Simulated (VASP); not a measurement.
# NiO: single point with r2SCAN

Crystal: NiO.

```
Ni O
1.0
     0.00000    2.28355    2.28355
     2.28355    0.00000    2.28355
     2.28355    2.28355    0.00000
Ni O
1 1
Direct
  0.00000 0.00000 0.00000
  0.25000 0.25000 0.25000
```

```json
{"Program": "VASP 6.6.1", "Task": "single point", "Functional": "r2SCAN", "Potentials or basis": "VASP PAW PBE potentials, release 64 (Ni, O)", "Cutoff": "520 eV", "k mesh": "7 × 7 × 7", "Occupations": "gaussian, width 0.05 eV", "Spin": "collinear spin, ferromagnetic start", "Starting moments": "[1.75, 0.4] μB", "Dipole correction": "no", "Further INCAR settings": "ALGO = Normal; EDIFF = 1e-06; NBANDS = 19"}
```

```yaml
Pressure: -12.2 GPa
Band_gap_on_the_k_mesh: zero (filled and empty bands overlap)
Net_moment: 2.00 μB per cell
Site_moments: Ni +1.61; O +0.36 μB
Valence_electrons_inside_the_program's_atomic_spheres: Ni 8.98; O 4.99
```

Levels at points of the mesh, in eV from the Fermi level:
Spin up:
| k point | band 6 | band 7 | band 8 | band 9 | band 10 | band 11 | band 12 | band 13 |
| --- | --- | --- | --- | --- | --- | --- | --- | --- |
| (0.00, 0.00, 0.00) | -3.13 | -0.74 | -0.74 | -0.74 | 0.24 | 14.17 | 14.17 | 14.17 |
Spin down:
```csv
k point,band 5,band 6,band 7,band 8,band 9,band 10
"(0.00, 0.00, 0.00)",-2.01,-2.01,0.61,1.74,1.74,1.74
```

It took 32 s on 1 thread of Intel(R) Xeon(R) Platinum 8559C (Emerald Rapids), on a shared host, peak memory 0.16 GiB.

Caveat: the PAW data sets were made with another functional, which shifts forces and pressure a little; a cell with one magnetic atom can't hold antiferromagnetic order, which such compounds often take; semilocal functionals often make such compounds metallic where correlation or magnetic order opens a gap, which also shifts bond lengths. With open d or f shells a metallic result of r2SCAN can be an artefact of self-interaction; +U or a hybrid may open a gap.
